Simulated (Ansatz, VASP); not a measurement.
**Two plane-wave programs on CdSe**

```
CELL_PARAMETERS angstrom
0.00000 2.60691 2.60691
2.60691 0.00000 2.60691
2.60691 2.60691 0.00000
ATOMIC_POSITIONS crystal
Cd 0.00000 0.00000 0.00000
Se 0.50000 0.50000 0.50000
```

Change from the starting cell: volume scaled by 0.75, PAW files.

Alike in both runs: task single point; functional PBE; k mesh 14 × 14 × 14; occupations fermi-dirac, width 0.08 eV; no spin polarisation.

|  | VASP | Ansatz |
| --- | --- | --- |
| version | VASP 6.6.1 | Ansatz 0.2.0 |
| potentials or method | VASP PAW PBE potentials, release 64 (Cd, Se) | PAW with Ansatz's default frozen-core files, scalar-relativistic |
| plane-wave cutoff (eV) | 500 | 420 |
| valence electrons in the cell | 18 | 36 |

```tsv
	VASP	Ansatz	Ansatz less VASP
pressure (GPa)	35.6	34.3	-1.31
```

Both programs put the cell under a high pressure, so it lies far from rest at this level. VASP's potentials hold 18 valence electrons a cell and Ansatz's 36, so a difference there can come from the potentials and not from the codes.
